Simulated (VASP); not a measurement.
Runs of VASP 6.6.1 on TiO. The structure is that of space group P4/mmm (No. 123), or close to it. The cells are those of the table. 

```csv
cell,gap on the mesh (eV),pressure (GPa)
"a = 3.594, b = 3.594, c = 5.081 Å, 6 atoms",none,(b)
"a = 4.528, b = 4.528, c = 3.201 Å, 6 atoms",none,61.0
"a = 3.696, b = 3.696, c = 4.804 Å, 6 atoms",none,25.6
"a = 4.382, b = 4.382, c = 3.418 Å, 6 atoms",none,29.3
"a = 4.147, b = 4.147, c = 3.815 Å, 6 atoms",none,(a)
"a = 3.907, b = 3.907, c = 4.298 Å, 6 atoms",none,3.7
```

Alike in all rows: task single point; level PBEsol; potentials or basis VASP PAW PBE potentials, release 64 (Ti_sv, O); no spin polarisation; k mesh 14 × 14 × 14; cutoff (eV) 520; smearing gaussian 0.15 eV.

Problem. Fill in the values left out.

Solution. (a) 3.2; (b) 43.7.

Caveats: the PAW data sets were made with another functional, which shifts forces and pressure a little; semilocal functionals often make such compounds metallic where correlation or magnetic order opens a gap, which also shifts bond lengths.

A gap of «none» marks levels without a gap at the run's occupations.
